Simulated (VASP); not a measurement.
PbO2: single point with PBE

PbO2:

```
Pb O
1.0
     5.08244    0.00000    0.00000
     0.00000    5.08244    0.00000
     0.00000    0.00000    3.44089
Pb O
2 4
Direct
  0.00000 0.00000 0.00000
  0.50000 0.50000 0.50000
  0.30797 0.30797 0.00000
  0.19203 0.80797 0.50000
  0.80797 0.19203 0.50000
  0.69203 0.69203 0.00000
```

```
Program             : VASP 6.6.1
Task                : single point
Functional          : PBE
Potentials or basis : VASP PAW PBE potentials, release 64 (Pb_d, O)
Cutoff              : 520 eV
k mesh              : 4 × 4 × 6
Occupations         : fermi-dirac, width 0.02 eV
Spin                : no spin polarisation
```

```
Pressure               : 0.1 GPa
Largest force          : 0.004 eV/Å
Band gap on the k mesh : 0.16 eV (least direct gap 0.51 eV)
```

Forces in eV/Å, atoms in the order of the input:
```
Pb   0.000  0.000  0.000
Pb   0.000  0.000  0.000
O   -0.003 -0.003  0.000
O    0.003 -0.003  0.000
O   -0.003  0.003  0.000
O    0.003  0.003  0.000
```

Stress tensor (GPa, compression positive):
```
0.07 0.00 0.00
0.00 0.07 0.00
0.00 0.00 0.29
```

Levels at points of the mesh, in eV from the valence-band top:
| k point | band 23 | band 24 | band 25 | band 26 | band 27 | band 28 | band 29 | band 30 |
| --- | --- | --- | --- | --- | --- | --- | --- | --- |
| (0.00, 0.00, 0.00) | -0.57 | -0.57 | -0.48 | -0.48 | 0.16 | 3.94 | 5.82 | 5.82 |
| (0.50, 0.00, 0.00) | -0.59 | -0.59 | -0.29 | -0.29 | 2.14 | 2.14 | 6.41 | 6.41 |
| (0.50, 0.50, 0.00) | -0.61 | -0.61 | -0.39 | -0.39 | 2.53 | 2.53 | 6.59 | 6.59 |
| (0.00, 0.00, 0.50) | -0.94 | -0.94 | -0.66 | -0.66 | 3.45 | 3.45 | 8.66 | 8.66 |
| (0.50, 0.00, 0.50) | -0.64 | -0.64 | -0.21 | -0.21 | 3.72 | 3.72 | 7.07 | 7.07 |
| (0.50, 0.50, 0.50) | -0.56 | -0.56 | -0.42 | -0.42 | 2.60 | 2.60 | 8.18 | 8.18 |

It took 37 s on 1 thread of Intel(R) Xeon(R) 6975P-C (Granite Rapids) (shared host), peak memory 0.22 GiB.

Caveat: the structure was generated, so it needn't be the stable form of PbO2; spin-orbit coupling is left out, which moves the levels of the heavy elements. A k mesh can miss the band edges.
